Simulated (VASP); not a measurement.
# Pd (Fm-3m) in VASP: further runs

Pd is run at these levels: PBEsol-based screened hybrid with 25 % exact exchange; tasks: single point.

All numbers are computed with VASP 6.6.1; they aren't measurements. Logs are shortened: lines on timing, memory, paths and dates and some standing lists are left out, and cuts for length are marked.

## Step 1: The cell of the first run

It takes space group Fm-3m (No. 225, cubic). The conventional cell has a = 3.944 Å, b = 3.944 Å, c = 3.944 Å, α = 90.00°, β = 90.00°, γ = 90.00°. Within 3.7 Å of Pd (site symmetry m-3m) lie 12 Pd at 2.79 Å.

## Step 2: Single point, PBEsol-based screened hybrid with 25 % exact exchange

POSCAR reads:

```
Pd
1.0
    0.0000000000      1.9721147795      1.9721147795
    1.9721147795      0.0000000000      1.9721147795
    1.9721147795      1.9721147795      0.0000000000
Pd
1
Direct
    0.0000000000      0.0000000000      0.0000000000
```

INCAR.step1 reads:

```
PREC = Accurate
ENCUT = 520
EDIFF = 1E-5
ISMEAR = -1
SIGMA = 0.05
LREAL = False
LASPH = True
NELM = 60
ALGO = Normal
ISIF = 2
LWAVE = True
GGA = PE
NBANDS = 11
```

INCAR.step2 reads:

```
PREC = Accurate
ENCUT = 520
EDIFF = 1E-6
ISMEAR = -1
SIGMA = 0.05
LREAL = False
LASPH = True
NELM = 60
ALGO = Normal
ISIF = 2
LWAVE = False
LCHARG = True
GGA = PS
LHFCALC = True
AEXX = 0.25
HFSCREEN = 0.207
PRECFOCK = Normal
LELF = True
LVHAR = True
ISTART = 1
NBANDS = 11
```

KPOINTS reads:

```
Automatic mesh
0
Gamma
  6 6 6
```

Potentials or basis: VASP PAW PBE potentials, release 64 (Pd).

On the command line:

```console
> cat potpaw_PBE.64/Pd/POTCAR > POTCAR
> cp INCAR.step1 INCAR
> mpirun -np 1 vasp_std > vasp.out
> cp INCAR.step2 INCAR
> mpirun -np 1 vasp_std > vasp.out
```

OUTCAR:

```text
PREC = Accurate
   ENCUT = 520
   EDIFF = 1E-6
   ISMEAR = -1
   LREAL = False
   LASPH = True
   NELM = 60
   ISIF = 2
   GGA = PS
   LHFCALC = True
   AEXX = 0.25
   HFSCREEN = 0.207
   PRECFOCK = Normal
   ISTART = 1

 ion  position               nearest neighbor table
   1  0.000  0.000  0.000-

  LATTYP: Found a face centered cubic cell.
 ALAT       =     3.9442295590

  Lattice vectors:

 A1 = (   0.0000000000,   1.9721147795,   1.9721147795)
 A2 = (   1.9721147795,   0.0000000000,   1.9721147795)
 A3 = (   1.9721147795,   1.9721147795,   0.0000000000)

Analysis of symmetry for initial positions (statically):
=====================================================================
 Subroutine PRICEL returns:
 Original cell was already a primitive cell.

 Routine SETGRP: Setting up the symmetry group for a
 face centered cubic supercell.

 Subroutine GETGRP returns: Found 48 space group operations
 (whereof 48 operations were pure point group operations)
 out of a pool of 48 trial point group operations.

The static configuration has the point symmetry O_h .

Analysis of symmetry for dynamics (positions and initial velocities):
=====================================================================
 Subroutine PRICEL returns:
 Original cell was already a primitive cell.

 Routine SETGRP: Setting up the symmetry group for a
 face centered cubic supercell.

 Subroutine GETGRP returns: Found 48 space group operations
 (whereof 48 operations were pure point group operations)
 out of a pool of 48 trial point group operations.

The dynamic configuration has the point symmetry O_h .

 Subroutine INISYM returns: Found 48 space group operations
 (whereof 48 operations are pure point group operations),
 and found     1 'primitive' translations

----------------------------------------------------------------------------------------

                                     Primitive cell

  volume of cell :      15.3400

  direct lattice vectors                    reciprocal lattice vectors
     0.000000000  1.972114780  1.972114780    -0.253534939  0.253534939  0.253534939
     1.972114780  0.000000000  1.972114780     0.253534939 -0.253534939  0.253534939
     1.972114780  1.972114780  0.000000000     0.253534939  0.253534939 -0.253534939

  length of vectors
     2.788991468  2.788991468  2.788991468     0.439135396  0.439135396  0.439135396

  position of ions in fractional coordinates (direct lattice)
     0.000000000  0.000000000  0.000000000

  ion indices of the primitive-cell ions
   primitive index   ion index
                 1           1

----------------------------------------------------------------------------------------

 KPOINTS: Automatic mesh

Automatic generation of k-mesh.
 Grid dimensions read from file:
 generate k-points for:    6    6    6

 Generating k-lattice:

  Cartesian coordinates                     Fractional coordinates (reciprocal lattice)
    -0.042255823  0.042255823  0.042255823     0.166666667  0.000000000  0.000000000
     0.042255823 -0.042255823  0.042255823     0.000000000  0.166666667  0.000000000
     0.042255823  0.042255823 -0.042255823     0.000000000  0.000000000  0.166666667

  Length of vectors
     0.073189233  0.073189233  0.073189233

  Shift w.r.t. Gamma in fractional coordinates (k-lattice)
     0.000000000  0.000000000  0.000000000

 Subroutine IBZKPT returns following result:
 ===========================================

 Found     16 irreducible k-points:

 Following reciprocal coordinates:
            Coordinates               Weight
  0.000000  0.000000  0.000000      1.000000
  0.166667  0.000000  0.000000      8.000000
  0.333333  0.000000  0.000000      8.000000
  0.500000  0.000000  0.000000      4.000000
  0.166667  0.166667  0.000000      6.000000
  0.333333  0.166667  0.000000     24.000000
[... 8 lines left out ...]
 -0.333333  0.333333  0.166667     24.000000
 -0.333333  0.500000  0.166667     12.000000
   k-points           NKPTS =     16   k-points in BZ     NKDIM =    216   number of bands    NBANDS=     11
   number of dos      NEDOS =    301   number of ions     NIONS =      1
   total plane-waves  NPLWV =  13824
   dimension x,y,z NGX =    24 NGY =   24 NGZ =   24
   dimension x,y,z NGXF=    48 NGYF=   48 NGZF=   48
   ions per type =               1
   NGX,Y,Z   is equivalent  to a cutoff of  14.31, 14.31, 14.31 a.u.
   NGXF,Y,Z  is equivalent  to a cutoff of  28.61, 28.61, 28.61 a.u.
 SYSTEM =  unknown system
   PREC   = accura    normal or accurate (medium, high low for compatibility)
   ISTART =      1    job   : 0-new  1-cont  2-samecut
   ICHARG =      0    charge: 1-file 2-atom 10-const
   ISPIN  =      1    spin polarized calculation?
   LNONCOLLINEAR =      F non collinear calculations
   LSORBIT =      F    spin-orbit coupling
   LASPH  =      T    aspherical Exc in radial PAW
   ENCUT  =  520.0 eV  38.22 Ry    6.18 a.u.   5.19  5.19  5.19*2*pi/ulx,y,z
   NELM   =     60;   NELMIN=  2; NELMDL=  0     # of ELM steps
   EDIFF  = 0.1E-05   stopping-criterion for ELM
   LREAL  =      F    real-space projection
   EDIFFG = 0.1E-04   stopping-criterion for IOM
   NSW    =      0    number of steps for IOM
   IBRION =     -1    ionic relax: 0-MD 1-quasi-New 2-CG
   NFREE  =      0    steps in history (QN), initial steepest desc. (CG)
   ISIF   =      2    stress and relaxation
   ISYM   =      3    0-nonsym 1-usesym 2-fastsym
   POTIM  = 0.5000    time-step for ionic-motion
   TEBEG  =    0.0;   TEEND  =   0.0 temperature during run
   PSTRESS=    0.0 pullay stress
   NELECT =      10.0000    total number of electrons
   NUPDOWN=      -1.0000    fix difference up-down
   EMIN   =  10.00;   EMAX   =-10.00  energy-range for DOS
   EFERMI =   0.00;   METHOD = LEGACY
   ISMEAR =    -1;   SIGMA  =   0.05  broadening in eV -4-tet -1-fermi 0-gaus
   EFERMI_NEDOS =   21; number of points for ismear=-14 and -15
   IALGO  =     38    algorithm
   IMIX   =      1    mixing-type and parameters
     AMIX     =   0.40;   BMIX     =  1.00
     AMIX_MAG =   1.60;   BMIX_MAG =  1.00
  volume/ion in A,a.u.               =      15.34       103.52
  Fermi-wavevector in a.u.,A,eV,Ry     =   1.419491  2.682449 27.415123  2.014955
  Thomas-Fermi vector in A             =   2.540506
   LORBIT       =      0    0 simple, 1 ext, 2 COOP (PROOUT), +10 PAW based schemes
   GGA     = PS    functional components
   LHFCALC =     T    Hartree Fock is set to
   PRECFOCK=normal    Normal, Fast or Accurate (Low or Medium for compatibility)
   ENCUT4O =  -1.0   cutoff for four orbital integrals eV
   NKREDX  =     1    reduce k-point grid by
   NKREDY  =     1    reduce k-point grid by
   NKREDZ  =     1    reduce k-point grid by
   AEXX    =    0.2500 exact exchange contribution
   HFSCREEN=    0.2070 screening length (either q_TF or 0.3 A-1)
   HFSCREENC=   0.2070 screening length for correlation (either q_TF or 0.3 A-1)
   ENCUTFOCK=  -1.0 apply spherical cutoff to Coloumb kernel
   IVDW    =     0    specifies the selected vdW correction
   LEPSILON=     F    determine dielectric tensor
   LRPA    =     F    only Hartree local field effects (RPA)
 non-spin polarized calculation
  energy-cutoff  :      520.00
  volume of cell :       15.34
 maximum number of plane-waves:       432
 NGX is ok and might be reduce to    24
  NGX = 16; NGY = 16; NGZ = 16

 number of electron      10.0000000 magnetization

 Free energy of the ion-electron system (eV)
  ---------------------------------------------------
  ext. energy  EPLUGINS =         0.00000000
  ---------------------------------------------------
  free energy    TOTEN  =        -6.46728083 eV

  energy without entropy =       -6.44897649  energy(sigma->0) =       -6.45812866

 E-fermi :   8.1866     XC(G=0): -10.6626

 val. band max:        8.1646541756   @ k =   0.5000   0.1667   0.0000
 cond. band min:       8.3651623888   @ k =   0.5000   0.3333   0.0000
 fundamental gap:      0.2005082132
 Fermi energy:         8.1865588066

 k-point     1 :       0.0000    0.0000    0.0000
  band No.  band energies     occupation
      1       1.0673      2.00000
      2       5.0900      2.00000
      3       5.0900      2.00000
      4       5.0900      2.00000
      5       6.5497      2.00000
      6       6.5497      2.00000
      7      26.9907      0.00000
      8      31.7330      0.00000
      9      31.7330      0.00000
     10      31.7330      0.00000
     11      36.7483      0.00000

 k-point     2 :       0.1667    0.0000    0.0000
  band No.  band energies     occupation
      1       2.0703      2.00000
      2       4.9112      2.00000
      3       5.3542      2.00000
      4       5.3542      2.00000
      5       6.5300      2.00000
      6       6.5300      2.00000
      7      26.9053      0.00000
      8      28.2650      0.00000
      9      32.7094      0.00000
     10      32.7094      0.00000
     11      36.0155      0.00000

 k-point     3 :       0.3333    0.0000    0.0000
  band No.  band energies     occupation
      1       2.8712      2.00000
      2       5.1803      2.00000
      3       5.1803      2.00000
      4       6.8442      2.00000
      5       7.3999      2.00000
      6       7.3999      2.00000
      7      20.9318      0.00000
      8      27.2297      0.00000
      9      32.4671      0.00000
     10      32.4671      0.00000
     11      36.0751      0.00000

 k-point     4 :       0.5000    0.0000    0.0000
  band No.  band energies     occupation
      1       2.6848      2.00000
      2       4.9603      2.00000
      3       4.9603      2.00000
      4       8.0957      1.72024
      5       8.0957      1.72024
      6       9.9771      0.00000
      7      16.6406      0.00000
      8      26.2853      0.00000
      9      30.8014      0.00000
     10      30.8014      0.00000
     11      36.9168      0.00000

 k-point     5 :       0.1667    0.1667    0.0000
  band No.  band energies     occupation
      1       2.4063      2.00000
      2       4.4340      2.00000
      3       5.7519      2.00000
      4       5.7519      2.00000
      5       6.0272      2.00000
      6       6.8493      2.00000
      7      28.2569      0.00000
      8      29.1842      0.00000
      9      30.1157      0.00000
     10      30.1157      0.00000
     11      37.2787      0.00000
[... 99 lines left out ...]
 k-point    13 :       0.5000    0.5000    0.0000
  band No.  band energies     occupation
      1       2.4262      2.00000
      2       2.7881      2.00000
      3       7.8364      1.99818
      4       8.6756      0.00011
      5       8.6756      0.00011
      6      12.4946      0.00000
      7      20.1451      0.00000
      8      22.7585      0.00000
      9      22.7585      0.00000
     10      31.1473      0.00000
     11      31.2691      0.00000

 k-point    14 :       0.5000    0.3333    0.1667
  band No.  band energies     occupation
      1       3.8846      2.00000
      2       3.9527      2.00000
      3       5.0388      2.00000
      4       6.8716      2.00000
      5       7.4364      2.00000
      6      11.4273      0.00000
      7      22.2880      0.00000
      8      22.5601      0.00000
      9      25.9181      0.00000
     10      33.1747      0.00000
     11      34.1605      0.00000

 k-point    15 :      -0.3333    0.3333    0.1667
  band No.  band energies     occupation
      1       3.8653      2.00000
      2       4.1331      2.00000
      3       5.1046      2.00000
      4       6.3915      2.00000
      5       8.1407      1.42914
      6      15.6546      0.00000
      7      17.0168      0.00000
      8      23.1908      0.00000
      9      23.6230      0.00000
     10      32.4546      0.00000
     11      36.0759      0.00000

 k-point    16 :      -0.3333    0.5000    0.1667
  band No.  band energies     occupation
      1       3.1707      2.00000
      2       3.6249      2.00000
      3       6.0632      2.00000
      4       6.9624      2.00000
      5       8.6538      0.00017
      6      15.9142      0.00000
      7      19.9674      0.00000
      8      20.4693      0.00000
      9      21.2919      0.00000
     10      33.2998      0.00000
     11      35.8434      0.00000

------------------------ aborting loop because EDIFF is reached ----------------------------------------

  FORCE on cell =-STRESS in cart. coord.  units (eV):
  Direction    XX          YY          ZZ          XY          YZ          ZX
  --------------------------------------------------------------------------------------
  -------------------------------------------------------------------------------------
  Total       -1.0651750     -1.0651750     -1.0651750     -0.0000000      0.0000000      0.0000000
  in kB     -111.2512772   -111.2512772   -111.2512772     -0.0000000      0.0000000      0.0000000
  external PRESSURE =    -111.2512772 kB  Pullay stress =       0.0000000 kB

 VOLUME and BASIS-vectors are now :
 -----------------------------------------------------------------------------
  energy-cutoff  :      520.00
  volume of cell :       15.34
      direct lattice vectors                 reciprocal lattice vectors
     0.000000000  1.972114780  1.972114780    -0.253534939  0.253534939  0.253534939
     1.972114780  0.000000000  1.972114780     0.253534939 -0.253534939  0.253534939
     1.972114780  1.972114780  0.000000000     0.253534939  0.253534939 -0.253534939

 POSITION                                       TOTAL-FORCE (eV/Angst)
 -----------------------------------------------------------------------------------
      0.00000      0.00000      0.00000         0.000000      0.000000      0.000000
 -----------------------------------------------------------------------------------
    total drift:                               -0.000000     -0.000000     -0.000000

  FREE ENERGIE OF THE ION-ELECTRON SYSTEM (eV)
  ---------------------------------------------------
  free  energy   TOTEN  =        -6.4672808289 eV

  energy  without entropy=       -6.4489764872  energy(sigma->0) =       -6.45812866
```

Run time: 6.6 min. Hardware: 1 thread of AMD EPYC 7R13 (Zen 3), shared host; peak memory 0.21 GiB.

Results:

| Property | Result |
| --- | --- |
| Free energy | -6.4673 eV |
| Pressure | -11.1 GPa |
| Band gap on the k mesh | zero (bands 5 and 6 overlap by 2.15 eV) |

Caveat: the k points lie up to 0.46 Å⁻¹ apart, too coarse for converged energies and pressures of a metal; the PAW data sets were made with another functional, which shifts forces and pressure a little.

## Step 3: Single point, PBEsol-based screened hybrid with 25 % exact exchange

This run uses another cell than the first one, of 15.64 Å³/atom.

POSCAR reads:

```
Pd
1.0
    0.0000000000      1.9846763588      1.9846763588
    1.9846763588      0.0000000000      1.9846763588
    1.9846763588      1.9846763588      0.0000000000
Pd
1
Direct
    0.0000000000      0.0000000000      0.0000000000
```

INCAR.step1 reads:

```
  ALGO = Normal
  EDIFF = 1E-5
  ENCUT = 520
  GGA = PE
  ISIF = 2
  ISMEAR = -1
  LASPH = T
  LREAL = F
  LWAVE = T
  NBANDS = 11
  NELM = 60
  PREC = Accurate
  SIGMA = 0.05
```

INCAR.step2 reads:

```
  AEXX = 0.25
  ALGO = Normal
  EDIFF = 1E-7
  ENCUT = 520
  GGA = PS
  HFSCREEN = 0.207
  ISIF = 2
  ISMEAR = -1
  ISTART = 1
  LASPH = T
  LCHARG = T
  LELF = T
  LHFCALC = T
  LREAL = F
  LVHAR = T
  LWAVE = F
  NBANDS = 11
  NELM = 60
  PREC = Accurate
  PRECFOCK = Normal
  SIGMA = 0.05
```

KPOINTS reads:

```
k-points
0
Gamma
  6 6 6
```

Potentials or basis: VASP PAW PBE potentials, release 64 (Pd).

On the command line:

```console
> cat potpaw_PBE.64/Pd/POTCAR > POTCAR
> cp INCAR.step1 INCAR
> mpirun -np 1 vasp_std > vasp.out
> cp INCAR.step2 INCAR
> mpirun -np 1 vasp_std > vasp.out
```

OUTCAR:

```text
AEXX = 0.25
   EDIFF = 1E-7
   ENCUT = 520
   GGA = PS
   HFSCREEN = 0.207
   ISIF = 2
   ISMEAR = -1
   ISTART = 1
   LASPH = T
   LHFCALC = T
   LREAL = F
   NELM = 60
   PREC = Accurate
   PRECFOCK = Normal

 ion  position               nearest neighbor table
   1  0.000  0.000  0.000-

  LATTYP: Found a face centered cubic cell.
 ALAT       =     3.9693527176

  Lattice vectors:

[... 401 lines left out ...]
      8      20.0399      0.00000
      9      20.8498      0.00000
     10      32.7658      0.00000
     11      35.2199      0.00000

------------------------ aborting loop because EDIFF is reached ----------------------------------------

  FORCE on cell =-STRESS in cart. coord.  units (eV):
  Direction    XX          YY          ZZ          XY          YZ          ZX
  --------------------------------------------------------------------------------------
  -------------------------------------------------------------------------------------
  Total       -1.3275706     -1.3275706     -1.3275706      0.0000000      0.0000000     -0.0000000
  in kB     -136.0407802   -136.0407802   -136.0407802      0.0000000      0.0000000     -0.0000000
  external PRESSURE =    -136.0407802 kB  Pullay stress =       0.0000000 kB

 VOLUME and BASIS-vectors are now :
 -----------------------------------------------------------------------------
  energy-cutoff  :      520.00
  volume of cell :       15.64
      direct lattice vectors                 reciprocal lattice vectors
     0.000000000  1.984676359  1.984676359    -0.251930244  0.251930244  0.251930244
     1.984676359  0.000000000  1.984676359     0.251930244 -0.251930244  0.251930244
     1.984676359  1.984676359  0.000000000     0.251930244  0.251930244 -0.251930244

 POSITION                                       TOTAL-FORCE (eV/Angst)
 -----------------------------------------------------------------------------------
      0.00000      0.00000      0.00000        -0.000000     -0.000000     -0.000000
 -----------------------------------------------------------------------------------
    total drift:                               -0.000000     -0.000000     -0.000000

  FREE ENERGIE OF THE ION-ELECTRON SYSTEM (eV)
  ---------------------------------------------------
  free  energy   TOTEN  =        -6.4447087160 eV

  energy  without entropy=       -6.4260254887  energy(sigma->0) =       -6.43536710
```

It took 9.5 min on 1 thread of AMD EPYC 7R13 (Zen 3), shared host; peak memory 0.21 GiB.

Results:

```
Free energy            : -6.4447 eV
Pressure               : -13.6 GPa
Band gap on the k mesh : zero (bands 5 and 6 overlap by 2.09 eV)
```

Caveat: the k points lie up to 0.46 Å⁻¹ apart, too coarse for converged energies and pressures of a metal; the PAW data sets were made with another functional, which shifts forces and pressure a little.

The gap in the log of VASP goes by the Fermi energy; the results here count the filled bands.